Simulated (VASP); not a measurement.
Crystal: Sc.

```
Sc
1.0
     5.59463    0.00000    0.00000
    -2.79732    4.84509    0.00000
     0.00000    0.00000    5.13033
Sc
5
Cartesian
  -1.3987 2.4225 2.2287
  2.7973 0.0000 2.2287
  1.3987 2.4225 2.2287
  0.0000 3.2301 3.4202
  2.7973 1.6150 3.4202
```

- Program: VASP 6.6.1
- Task: relaxation of cell and atoms
- Functional: PBE
- Potentials or basis: VASP PAW PBE potentials, release 64 (Sc_sv)
- Cutoff: 600 eV
- k mesh: 6 × 6 × 4
- Occupations: gaussian, width 0.1 eV
- Spin: no spin polarisation

At the start: pressure 22.3 GPa; volume 27.81 Å³/atom.

Q: How do energy, volume and symmetry change on relaxing?

A: Over 15 steps the energy falls by 2315.9 meV/atom and the volume is 34.53 Å³/atom (+24.1 %); space group P6/mmm (No. 191, to 0.05 Å).

Step by step:
```tsv
step	energy change (eV)	largest force (eV/Å)	pressure (GPa)	volume (Å³)
1	0.0000	6.8756	22.31	139.07
2	-8.3866	3.0912	0.06	231.68
3	-8.6978	2.0678	-1.89	250.83
4	-9.7856	1.0717	-3.10	237.34
5	-10.5015	0.3386	-4.07	221.80
6	-10.6990	0.0129	-2.77	190.63
7	-10.7906	0.0350	-3.89	203.59
8	-11.3846	0.1199	1.33	162.05
9	-11.3986	0.0543	0.42	166.69
10	-11.5570	0.0669	0.48	168.35
11	-11.5714	0.0730	0.61	168.85
12	-11.5715	0.0738	0.63	168.92
13	-11.5790	0.0400	-0.12	173.23
14	-11.5792	0.0445	-0.03	172.66
15	-11.5795	0.0275	-0.02	172.63
```

Final structure:
```cif
data_structure
_symmetry_space_group_name_H-M 'P 1'
_symmetry_Int_Tables_number 1
_cell_length_a 6.0496
_cell_length_b 6.0496
_cell_length_c 5.4467
_cell_angle_alpha 90.000
_cell_angle_beta 90.000
_cell_angle_gamma 120.000
_cell_volume 172.63
loop_
_atom_site_label
_atom_site_type_symbol
_atom_site_fract_x
_atom_site_fract_y
_atom_site_fract_z
_atom_site_occupancy
Sc1 Sc 0.00000 0.50000 0.32675 1
Sc2 Sc 0.50000 0.00000 0.32675 1
Sc3 Sc 0.50000 0.50000 0.32675 1
Sc4 Sc 0.33333 0.66667 0.82815 1
Sc5 Sc 0.66667 0.33333 0.82815 1
```

Caveat: the volume moved by over 15 % at a fixed basis, so the end points are rough.
